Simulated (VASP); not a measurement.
# Ga (Im-3m) in VASP: notebook

Runs on Ga. Level: PBEsol. Tasks: single point, relaxation of cell and atoms.

Program: VASP 6.6.1. These are calculated values, not measurements. Logs are shortened: lines on timing, memory, paths and dates and some standing lists are left out, and cuts for length are marked.

### 1 The cell of the first run

It takes space group Im-3m (No. 229, cubic). The conventional cell has a = 3.299 Å, b = 3.299 Å, c = 3.299 Å, α = 90.00°, β = 90.00°, γ = 90.00°. Ga (site symmetry m-3m) has 14 Ga at 2.86 to 3.30 Å within 3.8 Å.

This isn't the form of Ga at room conditions, which is orthorhombic.

### 2 Single point, PBEsol

The input, INCAR:

```
SYSTEM = Ga
  ALGO = Normal
  EDIFF = 1E-6
  ENCUT = 520
  GGA = PS
  ISIF = 2
  ISMEAR = 0
  LASPH = .TRUE.
  LCHARG = .FALSE.
  LREAL = .FALSE.
  LWAVE = .FALSE.
  NBANDS = 12
  NELM = 100
  PREC = Accurate
  SIGMA = 0.1
```

The input, KPOINTS:

```
k-points
0
G
  18 18 18
  0 0 0
```

The input, POSCAR:

```
Ga
1.0
   -1.6495804829      1.6495804829      1.6495804829
    1.6495804829     -1.6495804829      1.6495804829
    1.6495804829      1.6495804829     -1.6495804829
Ga
1
Direct
    0.0000000000      0.0000000000      0.0000000000
```

Potentials or basis: VASP PAW PBE potentials, release 64 (Ga_d).

Started as:

```console
$ cat potpaw_PBE.64/Ga_d/POTCAR > POTCAR
$ mpirun -np 1 vasp_std > vasp.out
```

OUTCAR:

```text
SYSTEM = Ga
   EDIFF = 1E-6
   ENCUT = 520
   GGA = PS
   ISIF = 2
   ISMEAR = 0
   LASPH = .TRUE.
   LREAL = .FALSE.
   NELM = 100
   PREC = Accurate

 ion  position               nearest neighbor table
   1  0.000  0.000  0.000-

  LATTYP: Found a body centered cubic cell.
 ALAT       =     3.2991609658

  Lattice vectors:

 A1 = (  -1.6495804829,   1.6495804829,   1.6495804829)
 A2 = (   1.6495804829,  -1.6495804829,   1.6495804829)
 A3 = (   1.6495804829,   1.6495804829,  -1.6495804829)

Analysis of symmetry for initial positions (statically):
=====================================================================
 Subroutine PRICEL returns:
 Original cell was already a primitive cell.

 Routine SETGRP: Setting up the symmetry group for a
 body centered cubic supercell.

 Subroutine GETGRP returns: Found 48 space group operations
 (whereof 48 operations were pure point group operations)
 out of a pool of 48 trial point group operations.

The static configuration has the point symmetry O_h .

Analysis of symmetry for dynamics (positions and initial velocities):
=====================================================================
 Subroutine PRICEL returns:
 Original cell was already a primitive cell.

 Routine SETGRP: Setting up the symmetry group for a
 body centered cubic supercell.

 Subroutine GETGRP returns: Found 48 space group operations
 (whereof 48 operations were pure point group operations)
 out of a pool of 48 trial point group operations.

The dynamic configuration has the point symmetry O_h .

 Subroutine INISYM returns: Found 48 space group operations
 (whereof 48 operations are pure point group operations),
 and found     1 'primitive' translations

----------------------------------------------------------------------------------------

                                     Primitive cell

  volume of cell :      17.9548

  direct lattice vectors                    reciprocal lattice vectors
    -1.649580483  1.649580483  1.649580483     0.000000000  0.303107369  0.303107369
     1.649580483 -1.649580483  1.649580483     0.303107369  0.000000000  0.303107369
     1.649580483  1.649580483 -1.649580483     0.303107369  0.303107369  0.000000000

  length of vectors
     2.857157208  2.857157208  2.857157208     0.428658552  0.428658552  0.428658552

  position of ions in fractional coordinates (direct lattice)
     0.000000000  0.000000000  0.000000000

  ion indices of the primitive-cell ions
   primitive index   ion index
                 1           1

----------------------------------------------------------------------------------------

 KPOINTS: k-points

Automatic generation of k-mesh.
 Grid dimensions read from file:
 generate k-points for:   18   18   18

 Generating k-lattice:

  Cartesian coordinates                     Fractional coordinates (reciprocal lattice)
     0.000000000  0.016839298  0.016839298     0.055555556  0.000000000  0.000000000
     0.016839298  0.000000000  0.016839298     0.000000000  0.055555556  0.000000000
     0.016839298  0.016839298  0.000000000     0.000000000  0.000000000  0.055555556

  Length of vectors
     0.023814364  0.023814364  0.023814364

  Shift w.r.t. Gamma in fractional coordinates (k-lattice)
     0.000000000  0.000000000  0.000000000

 Subroutine IBZKPT returns following result:
 ===========================================

 Found    195 irreducible k-points:

 Following reciprocal coordinates:
            Coordinates               Weight
  0.000000  0.000000  0.000000      1.000000
  0.055556  0.000000  0.000000     12.000000
  0.111111  0.000000  0.000000     12.000000
  0.166667  0.000000  0.000000     12.000000
  0.222222  0.000000  0.000000     12.000000
  0.277778  0.000000  0.000000     12.000000
[... 16 lines left out ...]
  0.333333  0.111111  0.000000     48.000000
  0.388889  0.111111  0.000000     48.000000
 [... further k-points ...]
   k-points           NKPTS =    195   k-points in BZ     NKDIM =    195   number of bands    NBANDS=     12
   number of dos      NEDOS =    301   number of ions     NIONS =      1
   total plane-waves  NPLWV =  13824
   dimension x,y,z NGX =    24 NGY =   24 NGZ =   24
   dimension x,y,z NGXF=    48 NGYF=   48 NGZF=   48
   ions per type =               1
   NGX,Y,Z   is equivalent  to a cutoff of  13.96, 13.96, 13.96 a.u.
   NGXF,Y,Z  is equivalent  to a cutoff of  27.93, 27.93, 27.93 a.u.
 SYSTEM =  Ga
   PREC   = accura    normal or accurate (medium, high low for compatibility)
   ISTART =      0    job   : 0-new  1-cont  2-samecut
   ICHARG =      2    charge: 1-file 2-atom 10-const
   ISPIN  =      1    spin polarized calculation?
   LNONCOLLINEAR =      F non collinear calculations
   LSORBIT =      F    spin-orbit coupling
   LASPH  =      T    aspherical Exc in radial PAW
   ENCUT  =  520.0 eV  38.22 Ry    6.18 a.u.   5.31  5.31  5.31*2*pi/ulx,y,z
   NELM   =    100;   NELMIN=  2; NELMDL= -5     # of ELM steps
   EDIFF  = 0.1E-05   stopping-criterion for ELM
   LREAL  =      F    real-space projection
   EDIFFG = 0.1E-04   stopping-criterion for IOM
   NSW    =      0    number of steps for IOM
   IBRION =     -1    ionic relax: 0-MD 1-quasi-New 2-CG
   NFREE  =      0    steps in history (QN), initial steepest desc. (CG)
   ISIF   =      2    stress and relaxation
   ISYM   =      2    0-nonsym 1-usesym 2-fastsym
   POTIM  = 0.5000    time-step for ionic-motion
   TEBEG  =    0.0;   TEEND  =   0.0 temperature during run
   PSTRESS=    0.0 pullay stress
   NELECT =      13.0000    total number of electrons
   NUPDOWN=      -1.0000    fix difference up-down
   EMIN   =  10.00;   EMAX   =-10.00  energy-range for DOS
   EFERMI =   0.00;   METHOD = LEGACY
   ISMEAR =     0;   SIGMA  =   0.10  broadening in eV -4-tet -1-fermi 0-gaus
   EFERMI_NEDOS =   21; number of points for ismear=-14 and -15
   IALGO  =     38    algorithm
   IMIX   =      4    mixing-type and parameters
     AMIX     =   0.40;   BMIX     =  1.00
     AMIX_MAG =   1.60;   BMIX_MAG =  1.00
  volume/ion in A,a.u.               =      17.95       121.16
  Fermi-wavevector in a.u.,A,eV,Ry     =   1.470040  2.777973 29.402424  2.161017
  Thomas-Fermi vector in A             =   2.585345
   LORBIT       =      0    0 simple, 1 ext, 2 COOP (PROOUT), +10 PAW based schemes
   GGA     = PS    functional components
   LHFCALC =     F    Hartree Fock is set to
   AEXX    =    0.0000 exact exchange contribution
   IVDW    =     0    specifies the selected vdW correction
   LEPSILON=     F    determine dielectric tensor
   LRPA    =     F    only Hartree local field effects (RPA)
 non-spin polarized calculation
 Gauss-broadening in eV      SIGMA  =   0.10
  energy-cutoff  :      520.00
  volume of cell :       17.95
 maximum number of plane-waves:       496
 NGX is ok and might be reduce to    24
   NGX = 11   NGY = 11   NGZ = 11

 number of electron      13.0000009 magnetization

 Free energy of the ion-electron system (eV)
  ---------------------------------------------------
  ext. energy  EPLUGINS =         0.00000000
  ---------------------------------------------------
  free energy    TOTEN  =        -3.31521978 eV

  energy without entropy =       -3.31280697  energy(sigma->0) =       -3.31401337

 E-fermi :   5.8928     XC(G=0): -11.4039

 val. band max:        5.8823723461   @ k =  -0.3333  -0.4444   0.1111
 cond. band min:       5.8936337801   @ k =  -0.3889   0.3889   0.1667
 fundamental gap:      0.0112614340
 Fermi energy:         5.8927803414

 k-point     1 :       0.0000    0.0000    0.0000
  band No.  band energies     occupation
      1      -9.0411      2.00000
      2      -9.0411      2.00000
      3      -9.0411      2.00000
      4      -8.8286      2.00000
      5      -8.8286      2.00000
      6      -5.5614      2.00000
      7      19.0418      0.00000
      8      19.0418      0.00000
      9      19.0418      0.00000
     10      23.5580      0.00000
     11      23.5580      0.00000
     12      23.5581      0.00000

 k-point     2 :       0.0556    0.0000    0.0000
  band No.  band energies     occupation
      1      -9.0441      2.00000
      2      -9.0391      2.00000
      3      -9.0312      2.00000
      4      -8.8316      2.00000
      5      -8.8286      2.00000
      6      -5.4744      2.00000
      7      18.1819      0.00000
      8      18.5771      0.00000
      9      18.8827      0.00000
     10      22.2417      0.00000
     11      22.4003      0.00000
     12      23.4328      0.00000

 k-point     3 :       0.1111    0.0000    0.0000
  band No.  band energies     occupation
      1      -9.0526      2.00000
      2      -9.0346      2.00000
      3      -9.0023      2.00000
      4      -8.8397      2.00000
      5      -8.8285      2.00000
      6      -5.2122      2.00000
      7      16.1869      0.00000
      8      17.6032      0.00000
      9      18.4292      0.00000
     10      21.1379      0.00000
     11      21.2572      0.00000
     12      23.1169      0.00000

 k-point     4 :       0.1667    0.0000    0.0000
  band No.  band energies     occupation
      1      -9.0656      2.00000
      2      -9.0322      2.00000
      3      -8.9577      2.00000
      4      -8.8499      2.00000
      5      -8.8284      2.00000
      6      -4.7722      2.00000
      7      13.8565      0.00000
      8      16.5519      0.00000
      9      17.7850      0.00000
     10      20.2728      0.00000
     11      20.2984      0.00000
     12      23.2189      0.00000

 k-point     5 :       0.2222    0.0000    0.0000
  band No.  band energies     occupation
      1      -9.0816      2.00000
      2      -9.0375      2.00000
      3      -8.9022      2.00000
      4      -8.8573      2.00000
      5      -8.8281      2.00000
      6      -4.1522      2.00000
      7      11.5132      0.00000
      8      15.5780      0.00000
      9      17.0919      0.00000
     10      19.4465      0.00000
     11      19.6117      0.00000
     12      23.6592      0.00000
[... 228 lines left out ...]
      1      -9.0903      2.00000
      2      -9.0437      2.00000
      3      -8.8652      2.00000
      4      -8.8500      2.00000
      5      -8.8235      2.00000
      6      -3.0841      2.00000
      7       9.4486      0.00000
      8      12.5350      0.00000
      9      15.3546      0.00000
     10      19.7556      0.00000
     11      21.5146      0.00000
     12      23.4189      0.00000

 k-point    22 :       0.2778    0.1111    0.0000
  band No.  band energies     occupation
      1      -9.1048      2.00000
      2      -9.0580      2.00000
      3      -8.8599      2.00000
      4      -8.8363      2.00000
      5      -8.7915      2.00000
      6      -2.1049      2.00000
      7       7.3569      0.00000
      8      11.8833      0.00000
      9      14.7958      0.00000
     10      19.2885      0.00000
     11      21.5006      0.00000
     12      23.8433      0.00000

 k-point    23 :       0.3333    0.1111    0.0000
  band No.  band energies     occupation
      1      -9.1168      2.00000
      2      -9.0744      2.00000
      3      -8.8522      2.00000
      4      -8.8353      2.00000
      5      -8.7540      2.00000
      6      -0.9517      2.00000
      7       5.3941      2.00000
      8      11.4187      0.00000
      9      14.3861      0.00000
     10      18.9490      0.00000
     11      21.3387      0.00000
     12      24.6897      0.00000

 k-point    24 :       0.3889    0.1111    0.0000
  band No.  band energies     occupation
      1      -9.1248      2.00000
      2      -9.0867      2.00000
      3      -8.8451      2.00000
      4      -8.8363      2.00000
      5      -8.7282      2.00000
      6       0.3650      2.00000
      7       3.5876      2.00000
      8      11.1388      0.00000
      9      14.1366      0.00000
     10      18.7441      0.00000
     11      21.1996      0.00000
     12      25.7780      0.00000

 [... further k-points ...]

------------------------ aborting loop because EDIFF is reached ----------------------------------------

  FORCE on cell =-STRESS in cart. coord.  units (eV):
  Direction    XX          YY          ZZ          XY          YZ          ZX
  --------------------------------------------------------------------------------------
  -------------------------------------------------------------------------------------
  Total        0.0008686      0.0008686      0.0008686      0.0000000      0.0000000     -0.0000000
  in kB        0.0775121      0.0775121      0.0775121      0.0000000      0.0000000     -0.0000000
  external PRESSURE =       0.0775121 kB  Pullay stress =       0.0000000 kB

 VOLUME and BASIS-vectors are now :
 -----------------------------------------------------------------------------
  energy-cutoff  :      520.00
  volume of cell :       17.95
      direct lattice vectors                 reciprocal lattice vectors
    -1.649580483  1.649580483  1.649580483     0.000000000  0.303107369  0.303107369
     1.649580483 -1.649580483  1.649580483     0.303107369  0.000000000  0.303107369
     1.649580483  1.649580483 -1.649580483     0.303107369  0.303107369  0.000000000

 POSITION                                       TOTAL-FORCE (eV/Angst)
 -----------------------------------------------------------------------------------
      0.00000      0.00000      0.00000        -0.000000      0.000000     -0.000000
 -----------------------------------------------------------------------------------
    total drift:                               -0.000000      0.000000     -0.000000

  FREE ENERGIE OF THE ION-ELECTRON SYSTEM (eV)
  ---------------------------------------------------
  free  energy   TOTEN  =        -3.3152197770 eV

  energy  without entropy=       -3.3128069729  energy(sigma->0) =       -3.31401337
```

Run time: 26 s. Hardware: 1 thread of Intel Xeon 8259CL, shared host; peak memory 0.17 GiB.

What came out:

```yaml
Free_energy: -3.3152 eV
Pressure: 0.0 GPa
Band_gap_on_the_k_mesh: zero (an odd number of electrons rules out a gap without spin polarisation)
```

Levels at points of the mesh, in eV from the Fermi level:
| k point | band 4 | band 5 | band 6 | band 7 | band 8 | band 9 |
| --- | --- | --- | --- | --- | --- | --- |
| (0.00, 0.00, 0.00) | -14.72 | -14.72 | -11.45 | 13.15 | 13.15 | 13.15 |
| (0.50, 0.00, 0.00) | -14.72 | -14.59 | -4.53 | -3.99 | 7.28 | 9.31 |
| (0.50, 0.50, 0.50) | -14.62 | -14.62 | 1.60 | 1.60 | 1.60 | 1.85 |

Caveat: the PAW data sets were made with another functional, which shifts forces and pressure a little.

### 3 Relaxation of cell and atoms, PBEsol

This run uses another cell than the first one, of 17.86 Å³/atom.

The input, INCAR:

```
SYSTEM = Ga
PREC     = Accurate       ! precision mode
ENCUT    = 600            ! plane-wave cutoff, eV
EDIFF    = 1E-6           ! SCF threshold, eV
ISMEAR   = 0              ! smearing method
SIGMA    = 0.1            ! smearing width, eV
LREAL    = .False.        ! projectors in reciprocal space
LASPH    = .True.         ! aspherical terms in the spheres
NELM     = 60             ! most SCF steps
ALGO     = Normal         ! electronic algorithm
ISIF     = 3              ! what is computed and relaxed
LWAVE    = .False.        ! write WAVECAR
LCHARG   = .False.        ! write CHGCAR
GGA      = PS             ! functional
IBRION   = 2              ! ionic algorithm
NSW      = 80             ! ionic steps
EDIFFG   = -0.01          ! ionic threshold
```

The input, KPOINTS:

```
Automatic mesh
0
Gamma
  18 18 18
  0 0 0
```

The input, POSCAR:

```
Ga
1.0
   -1.6465396131      1.6465396131      1.6465396131
    1.6465396131     -1.6465396131      1.6465396131
    1.6465396131      1.6465396131     -1.6465396131
Ga
1
Direct
    0.0000000000      0.0000000000      0.0000000000
```

Potentials or basis: VASP PAW PBE potentials, release 64 (Ga_d).

Started as:

```console
$ cat potpaw_PBE.64/Ga_d/POTCAR > POTCAR
$ mpirun -np 1 vasp_std > vasp.out
```

Wall time 34 s (1 thread of Intel Xeon 8259CL, shared host); peak memory 0.18 GiB.

Results (log left out):

* Free energy: -3.3151 eV
* Relaxed volume: 17.94 Å³/atom
* Relaxed cell: a = 2.856 Å, b = 2.856 Å, c = 2.856 Å, α = 109.47°, β = 109.47°, γ = 109.47°
* Space group after relaxing (to 0.1 Å): Im-3m (No. 229)
* Energy gained by relaxing: 0.1 meV/atom
* Ionic steps: 2
* Pressure after relaxing: -0.1 GPa
* Band gap on the k mesh: zero (an odd number of electrons rules out a gap without spin polarisation)

Final structure:
```yaml
crystal:
  lattice:
    - [-1.64915, 1.64915, 1.64915]
    - [1.64915, -1.64915, 1.64915]
    - [1.64915, 1.64915, -1.64915]
  atoms:
    - { symbol: Ga, position: [0.00000, 0.00000, 0.00000] }
```

Levels at points of the mesh, in eV from the Fermi level:
```tsv
k point	band 3	band 4	band 5	band 6	band 7	band 8	band 9	band 10
(0.00, 0.00, 0.00)	-14.94	-14.72	-14.72	-11.46	13.16	13.16	13.16	17.67
(0.50, 0.00, 0.00)	-14.73	-14.72	-14.59	-4.53	-3.99	7.28	9.31	11.71
(0.50, 0.50, 0.50)	-14.62	-14.62	-14.62	1.60	1.60	1.60	1.86	5.80
```

Caveat: the PAW data sets were made with another functional, which shifts forces and pressure a little. Zero-point motion and thermal expansion aren't in these numbers.
